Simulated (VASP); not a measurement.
Crystal: MgSe.

```
CELL_PARAMETERS angstrom
0.00000 2.68154 2.68154
2.68154 0.00000 2.68154
2.68154 2.68154 0.00000
ATOMIC_POSITIONS crystal
Mg 0.00000 0.00000 0.00000
Se 0.50000 0.50000 0.50000
```

This cell differs from its parent crystal: strain -2.0%.

Base run:

```yaml
Program: VASP 6.6.1
Functional: PBE
Potentials_or_basis: VASP PAW PBE potentials, release 64 (Mg, Se)
Cutoff: 600 eV
k_mesh: 8 × 8 × 8
Occupations: fermi-dirac, width 0.02 eV
Spin: no spin polarisation
```

Its results: band gap on the k mesh 1.88 eV, indirect (least direct gap 2.94 eV); pressure 5.6 GPa.

Question: The run is repeated on the same cell with these changes: k mesh from 8 × 8 × 8 to 4 × 4 × 4; occupations from fermi-dirac, width 0.02 eV to gaussian, width 0.01 eV. What comes out?

Answer: Band gap on the k mesh 1.85 eV, indirect (least direct gap 2.93 eV); pressure 6.1 GPa.

Caveats: some runs use coarse meshes.

A k mesh can miss the band edges.
